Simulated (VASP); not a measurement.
Wanted: the native input for a VASP 6.6.1 run.

| Item | Value |
| --- | --- |
| Task | single point |
| Functional | LDA |
| Potentials or basis | VASP PAW LDA potentials, release 64 (B, N) |
| Cutoff | 520 eV |
| k mesh | 12 × 12 × 4 |
| Occupations | gaussian, width 0.05 eV |
| Spin | no spin polarisation |
| Dipole correction | no |
| Further INCAR settings | ALGO = Normal; EDIFF = 1e-07; NBANDS = 16 |

The structure of BN lies in POSCAR:

```
BN
1.0
    2.6707478959      0.0000000000      0.0000000000
   -1.3353739480      2.1549757989      0.0000000000
    0.0000000000      0.0000000000      6.9713748937
B N
2 2
Direct
    0.3469240147      0.6938480294      0.2500000000
    0.6530759853      0.3061519706      0.7500000000
    0.3162528677      0.6325057354      0.7500000000
    0.6837471323      0.3674942646      0.2500000000
```

This cell differs from its parent crystal: normal strain along x +0.0733, normal strain along z +0.0733.

The input as run:

INCAR

```
PREC = Accurate
ENCUT = 520
EDIFF = 1E-7
ISMEAR = 0
SIGMA = 0.05
LREAL = F
LASPH = T
NELM = 100
ALGO = Normal
ISIF = 2
LWAVE = F
LCHARG = F
GGA = CA
NBANDS = 16
```

KPOINTS

```
Automatic mesh
0
Gamma
  12 12 4
```

Potentials or basis: VASP PAW LDA potentials, release 64 (B, N).

Command:

```sh
$ cat potpaw_LDA.64/B/POTCAR potpaw_LDA.64/N/POTCAR > POTCAR
$ mpirun -np 1 vasp_std > vasp.out
```

Results of the run:

```json
{
 "Pressure": "-21.1 GPa",
 "Largest force": "0.011 eV/Å",
 "Band gap on the k mesh": "3.85 eV (least direct gap 4.16 eV)"
}
```

Caveat: the cell differs from its parent crystal (normal strain along x +0.0733, normal strain along z +0.0733); the cell stands under tension.

Wall time 31 s on 1 thread of Intel(R) Xeon(R) 6975P-C (Granite Rapids), on a shared host, peak memory 0.18 GiB.
